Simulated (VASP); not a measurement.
# PbS (P4/mmm) in VASP: single point with PBE+D3(BJ)

Aim: the single point of PbS with PBE+D3(BJ).

Program: VASP 6.6.1. These are calculated values, not measurements. Logs are shortened: lines on timing, memory, paths and dates and some standing lists are left out, and cuts for length are marked.

## (1) The cell of the first run

Symmetry: P4/mmm, No. 123, tetragonal system. Conventional cell: a = 3.458 Å, b = 3.458 Å, c = 3.602 Å, α = 90.00°, β = 90.00°, γ = 90.00°. Pb (site symmetry 4/mmm) has 8 S at 3.04 Å and 6 Pb at 3.46 to 3.60 Å within 4.0 Å. S (site symmetry 4/mmm) has 8 Pb at 3.04 Å and 6 S at 3.46 to 3.60 Å within 4.0 Å.

## (2) Single point, PBE+D3(BJ) (strain -0.040 along x and y, +0.000 along z)

INCAR

```
SYSTEM = PbS
PREC     = Accurate       ! precision mode
ENCUT    = 520            ! plane-wave cutoff, eV
EDIFF    = 1E-6           ! SCF threshold, eV
ISMEAR   = 0              ! smearing method
SIGMA    = 0.15           ! smearing width, eV
LREAL    = .False.        ! projectors in reciprocal space
LASPH    = .True.         ! aspherical terms in the spheres
NELM     = 60             ! most SCF steps
ALGO     = Normal         ! electronic algorithm
ISIF     = 2              ! what is computed and relaxed
LWAVE    = .False.        ! write WAVECAR
LCHARG   = .False.        ! write CHGCAR
GGA      = PE             ! functional
IVDW     = 12             ! dispersion correction
NBANDS   = 17             ! bands
```

KPOINTS

```
Automatic mesh
0
Gamma
  16 16 16
  0 0 0
```

POSCAR

```
PbS
1.0
    3.4576722741      0.0000000000      0.0000000000
    0.0000000000      3.4576722741      0.0000000000
    0.0000000000      0.0000000000      3.6017419522
Pb S
1 1
Direct
    0.0000000000      0.0000000000      0.0000000000
    0.5000000000      0.5000000000      0.5000000000
```

Potentials or basis: VASP PAW PBE potentials, release 64 (Pb_d, S).

Run with:

```sh
> cat potpaw_PBE.64/Pb_d/POTCAR potpaw_PBE.64/S/POTCAR > POTCAR
> mpirun -np 1 vasp_std > vasp.out
```

OUTCAR:

```text
SYSTEM = PbS
   PREC = Accurate
   ENCUT = 520
   EDIFF = 1E-6
   ISMEAR = 0
   LREAL = .False.
   LASPH = .True.
   NELM = 60
   ISIF = 2
   GGA = PE
   IVDW = 12
 IVDW          = 12

 ion  position               nearest neighbor table
   1  0.000  0.000  0.000-   2 3.04   2 3.04   2 3.04   2 3.04   2 3.04   2 3.04   2 3.04   2 3.04

   2  0.500  0.500  0.500-   1 3.04   1 3.04   1 3.04   1 3.04   1 3.04   1 3.04   1 3.04   1 3.04

  LATTYP: Found a simple tetragonal cell.
 ALAT       =     3.4576722741
 C/A-ratio  =     1.0416666667

  Lattice vectors:

 A1 = (   3.4576722741,   0.0000000000,   0.0000000000)
 A2 = (   0.0000000000,   3.4576722741,   0.0000000000)
 A3 = (   0.0000000000,   0.0000000000,   3.6017419522)

Analysis of symmetry for initial positions (statically):
=====================================================================
 Subroutine PRICEL returns:
 Original cell was already a primitive cell.

 Routine SETGRP: Setting up the symmetry group for a
 simple tetragonal supercell.

 Subroutine GETGRP returns: Found 16 space group operations
 (whereof 16 operations were pure point group operations)
 out of a pool of 16 trial point group operations.

The static configuration has the point symmetry D_4h.

Analysis of symmetry for dynamics (positions and initial velocities):
=====================================================================
 Subroutine PRICEL returns:
 Original cell was already a primitive cell.

 Routine SETGRP: Setting up the symmetry group for a
 simple tetragonal supercell.

 Subroutine GETGRP returns: Found 16 space group operations
 (whereof 16 operations were pure point group operations)
 out of a pool of 16 trial point group operations.

The dynamic configuration has the point symmetry D_4h.

 Subroutine INISYM returns: Found 16 space group operations
 (whereof 16 operations are pure point group operations),
 and found     1 'primitive' translations

----------------------------------------------------------------------------------------

                                     Primitive cell

  volume of cell :      43.0606

  direct lattice vectors                    reciprocal lattice vectors
     3.457672274  0.000000000  0.000000000     0.289211909  0.000000000  0.000000000
     0.000000000  3.457672274  0.000000000     0.000000000  0.289211909  0.000000000
     0.000000000  0.000000000  3.601741952     0.000000000  0.000000000  0.277643433

  length of vectors
     3.457672274  3.457672274  3.601741952     0.289211909  0.289211909  0.277643433

  position of ions in fractional coordinates (direct lattice)
     0.000000000  0.000000000  0.000000000
     0.500000000  0.500000000  0.500000000

  ion indices of the primitive-cell ions
   primitive index   ion index
                 1           1
                 2           2

----------------------------------------------------------------------------------------

 KPOINTS: Automatic mesh

Automatic generation of k-mesh.
 Grid dimensions read from file:
 generate k-points for:   16   16   16

 Generating k-lattice:

  Cartesian coordinates                     Fractional coordinates (reciprocal lattice)
     0.018075744  0.000000000  0.000000000     0.062500000  0.000000000  0.000000000
     0.000000000  0.018075744  0.000000000     0.000000000  0.062500000  0.000000000
     0.000000000  0.000000000  0.017352715     0.000000000  0.000000000  0.062500000

  Length of vectors
     0.018075744  0.018075744  0.017352715

  Shift w.r.t. Gamma in fractional coordinates (k-lattice)
     0.000000000  0.000000000  0.000000000

 Subroutine IBZKPT returns following result:
 ===========================================

 Found    405 irreducible k-points:

 Following reciprocal coordinates:
            Coordinates               Weight
  0.000000  0.000000  0.000000      1.000000
  0.062500  0.000000  0.000000      4.000000
  0.125000  0.000000  0.000000      4.000000
  0.187500  0.000000  0.000000      4.000000
  0.250000  0.000000  0.000000      4.000000
  0.312500  0.000000  0.000000      4.000000
[... 16 lines left out ...]
  0.437500  0.125000  0.000000      8.000000
  0.500000  0.125000  0.000000      4.000000
 [... further k-points ...]
   k-points           NKPTS =    405   k-points in BZ     NKDIM =    405   number of bands    NBANDS=     17
   number of dos      NEDOS =    301   number of ions     NIONS =      2
   total plane-waves  NPLWV =  21952
   dimension x,y,z NGX =    28 NGY =   28 NGZ =   28
   dimension x,y,z NGXF=    56 NGYF=   56 NGZF=   56
   ions per type =               1   1
   NGX,Y,Z   is equivalent  to a cutoff of  13.46, 13.46, 12.92 a.u.
   NGXF,Y,Z  is equivalent  to a cutoff of  26.92, 26.92, 25.85 a.u.
 SYSTEM =  PbS
   PREC   = accura    normal or accurate (medium, high low for compatibility)
   ISTART =      0    job   : 0-new  1-cont  2-samecut
   ICHARG =      2    charge: 1-file 2-atom 10-const
   ISPIN  =      1    spin polarized calculation?
   LNONCOLLINEAR =      F non collinear calculations
   LSORBIT =      F    spin-orbit coupling
   LASPH  =      T    aspherical Exc in radial PAW
   ENCUT  =  520.0 eV  38.22 Ry    6.18 a.u.   6.43  6.43  6.70*2*pi/ulx,y,z
   NELM   =     60;   NELMIN=  2; NELMDL= -5     # of ELM steps
   EDIFF  = 0.1E-05   stopping-criterion for ELM
   LREAL  =      F    real-space projection
   EDIFFG = 0.1E-04   stopping-criterion for IOM
   NSW    =      0    number of steps for IOM
   IBRION =     -1    ionic relax: 0-MD 1-quasi-New 2-CG
   NFREE  =      0    steps in history (QN), initial steepest desc. (CG)
   ISIF   =      2    stress and relaxation
   ISYM   =      2    0-nonsym 1-usesym 2-fastsym
   POTIM  = 0.5000    time-step for ionic-motion
   TEBEG  =    0.0;   TEEND  =   0.0 temperature during run
   PSTRESS=    0.0 pullay stress
   NELECT =      20.0000    total number of electrons
   NUPDOWN=      -1.0000    fix difference up-down
   EMIN   =  10.00;   EMAX   =-10.00  energy-range for DOS
   EFERMI =   0.00;   METHOD = LEGACY
   ISMEAR =     0;   SIGMA  =   0.15  broadening in eV -4-tet -1-fermi 0-gaus
   EFERMI_NEDOS =   21; number of points for ismear=-14 and -15
   IALGO  =     38    algorithm
   IMIX   =      4    mixing-type and parameters
     AMIX     =   0.40;   BMIX     =  1.00
     AMIX_MAG =   1.60;   BMIX_MAG =  1.00
  volume/ion in A,a.u.               =      21.53       145.29
  Fermi-wavevector in a.u.,A,eV,Ry     =   1.267821  2.395835 21.869612  1.607371
  Thomas-Fermi vector in A             =   2.400949
   LORBIT       =      0    0 simple, 1 ext, 2 COOP (PROOUT), +10 PAW based schemes
   GGA     = PE    functional components
   LHFCALC =     F    Hartree Fock is set to
   AEXX    =    0.0000 exact exchange contribution
   IVDW    =    12    specifies the selected vdW correction
   LEPSILON=     F    determine dielectric tensor
   LRPA    =     F    only Hartree local field effects (RPA)
 non-spin polarized calculation
 Gauss-broadening in eV      SIGMA  =   0.15
  energy-cutoff  :      520.00
  volume of cell :       43.06
 maximum number of plane-waves:      1189
 NGX is ok and might be reduce to    28
   NGX = 13   NGY = 13   NGZ = 13

 number of electron      19.9999996 magnetization

 Free energy of the ion-electron system (eV)
  ---------------------------------------------------
  ext. energy  EPLUGINS =         0.00000000
  ---------------------------------------------------
  free energy    TOTEN  =        -8.10497134 eV

  energy without entropy =       -8.09686051  energy(sigma->0) =       -8.10091592

 E-fermi :   7.6321     XC(G=0): -10.7863

 val. band max:        7.6172796134   @ k =   0.1875   0.0625   0.2500
 cond. band min:       7.6326706442   @ k =   0.2500   0.1250   0.1875
 fundamental gap:      0.0153910308
 Fermi energy:         7.6321478195

 k-point     1 :       0.0000    0.0000    0.0000
  band No.  band energies     occupation
      1      -9.3422      2.00000
      2      -9.2814      2.00000
      3      -9.0034      2.00000
      4      -9.0034      2.00000
      5      -9.0000      2.00000
      6      -6.4593      2.00000
[... 9 lines left out ...]
     16      20.5821      0.00000
     17      20.5844      0.00000

 k-point     2 :       0.0625    0.0000    0.0000
  band No.  band energies     occupation
      1      -9.3350      2.00000
      2      -9.2779      2.00000
      3      -9.0075      2.00000
      4      -9.0039      2.00000
      5      -9.0030      2.00000
      6      -6.4186      2.00000
[... 9 lines left out ...]
     16      20.4725      0.00000
     17      20.5753      0.00000

 k-point     3 :       0.1250    0.0000    0.0000
  band No.  band energies     occupation
      1      -9.3185      2.00000
      2      -9.2644      2.00000
      3      -9.0193      2.00000
      4      -9.0149      2.00000
      5      -9.0018      2.00000
      6      -6.2973      2.00000
[... 9 lines left out ...]
     16      20.3664      0.00000
     17      20.5548      0.00000

 k-point     4 :       0.1875    0.0000    0.0000
  band No.  band energies     occupation
      1      -9.3041      2.00000
      2      -9.2339      2.00000
      3      -9.0369      2.00000
      4      -9.0313      2.00000
      5      -9.0001      2.00000
      6      -6.0993      2.00000
[... 9 lines left out ...]
     16      20.2679      0.00000
     17      20.4845      0.00000
[... 343 lines left out ...]
      1      -9.2518      2.00000
      2      -9.1183      2.00000
      3      -9.0933      2.00000
      4      -9.0923      2.00000
      5      -9.0087      2.00000
      6      -5.0293      2.00000
[... 9 lines left out ...]
     16      19.2043      0.00000
     17      20.1081      0.00000

 k-point    23 :       0.4375    0.1250    0.0000
  band No.  band energies     occupation
      1      -9.2496      2.00000
      2      -9.1309      2.00000
      3      -9.1036      2.00000
      4      -9.0658      2.00000
      5      -9.0074      2.00000
      6      -4.7578      2.00000
[... 9 lines left out ...]
     16      19.3733      0.00000
     17      20.7905      0.00000

 k-point    24 :       0.5000    0.1250    0.0000
  band No.  band energies     occupation
      1      -9.2488      2.00000
      2      -9.1353      2.00000
      3      -9.1076      2.00000
      4      -9.0562      2.00000
      5      -9.0069      2.00000
      6      -4.6465      2.00000
[... 9 lines left out ...]
     16      19.4442      0.00000
     17      21.1389      0.00000

 [... further k-points ...]

------------------------ aborting loop because EDIFF is reached ----------------------------------------

 Edisp (eV)   -0.84563

 E8    (eV) :    -0.3799

  FORCE on cell =-STRESS in cart. coord.  units (eV):
  Direction    XX          YY          ZZ          XY          YZ          ZX
  --------------------------------------------------------------------------------------
  -------------------------------------------------------------------------------------
  Total       1.90283     1.90283     0.78757     0.00000     0.00000    -0.00000
  in kB      70.79939    70.79939    29.30347     0.00000     0.00000    -0.00000
  external pressure =       56.97 kB  Pullay stress =        0.00 kB

 VOLUME and BASIS-vectors are now :
 -----------------------------------------------------------------------------
  energy-cutoff  :      520.00
  volume of cell :       43.06
      direct lattice vectors                 reciprocal lattice vectors
     3.457672274  0.000000000  0.000000000     0.289211909  0.000000000  0.000000000
     0.000000000  3.457672274  0.000000000     0.000000000  0.289211909  0.000000000
     0.000000000  0.000000000  3.601741952     0.000000000  0.000000000  0.277643433

 POSITION                                       TOTAL-FORCE (eV/Angst)
 -----------------------------------------------------------------------------------
      0.00000      0.00000      0.00000         0.000000      0.000000      0.000000
      1.72884      1.72884      1.80087         0.000000      0.000000      0.000000
 -----------------------------------------------------------------------------------
    total drift:                               -0.000000      0.000000      0.000000

  FREE ENERGIE OF THE ION-ELECTRON SYSTEM (eV)
  ---------------------------------------------------
  free  energy   TOTEN  =        -8.9506003280 eV

  energy  without entropy=       -8.9424895022  energy(sigma->0) =       -8.94654492
```

It took 2.9 min on 1 thread of Intel Xeon Platinum 8488C (Sapphire Rapids), shared host; peak memory 0.39 GiB.

What came out:

| Item | Value |
| --- | --- |
| Free energy | -8.9506 eV |
| Pressure | 5.7 GPa |
| Band gap on the k mesh | zero (band 10 reaches 7.99 eV, above the bottom of band 11 at 6.69 eV) |
| Dispersion energy per atom | -0.423 eV |

Stress tensor (GPa, compression positive):
```
7.08 0.00 0.00
0.00 7.08 0.00
0.00 0.00 2.93
```

Caveat: the cell differs from its parent crystal (strain -0.040 along x and y, +0.000 along z); spin-orbit coupling is left out, which moves the levels of the heavy elements; pairwise dispersion overbinds metals, which lowers pressure and volume.
